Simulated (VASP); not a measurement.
Hg, 2 atoms in the cell. The structure is cubic, space group Fd-3m (No. 227). Conventional cell: a = 7.725 Å, b = 7.725 Å, c = 7.725 Å, α = 90.00°, β = 90.00°, γ = 90.00°. Hg (site symmetry -43m) has 4 Hg at 3.35 Å within 4.4 Å. 

| Item | Value |
| --- | --- |
| Program | VASP 6.6.1 |
| Task | single point |
| Functional | PBE |
| Potentials or basis | VASP PAW PBE potentials, release 64 (Hg) |
| Cutoff | 520 eV |
| k mesh | 13 × 13 × 13 |
| Occupations | fermi-dirac, width 0.0612256 eV |
| Spin | no spin polarisation |
| Dipole correction | no |
| Further INCAR settings | ALGO = Normal; EDIFF = 1e-06; NBANDS = 19 |

Potentials or basis: VASP PAW PBE potentials, release 64 (Hg).

The run is started by

```console
$ cat potpaw_PBE.64/Hg/POTCAR > POTCAR
$ mpirun -np 1 vasp_std > vasp.out
```

Hardware: 1 thread of AMD EPYC 7R13 Processor (Zen 3), with other jobs on the host.

Estimate the wall time of this run.

Wall time 2.2 min on 1 thread of AMD EPYC 7R13 Processor (Zen 3), with other jobs on the host, peak memory 0.31 GiB. Counts: scf iterations 11, k points 84.
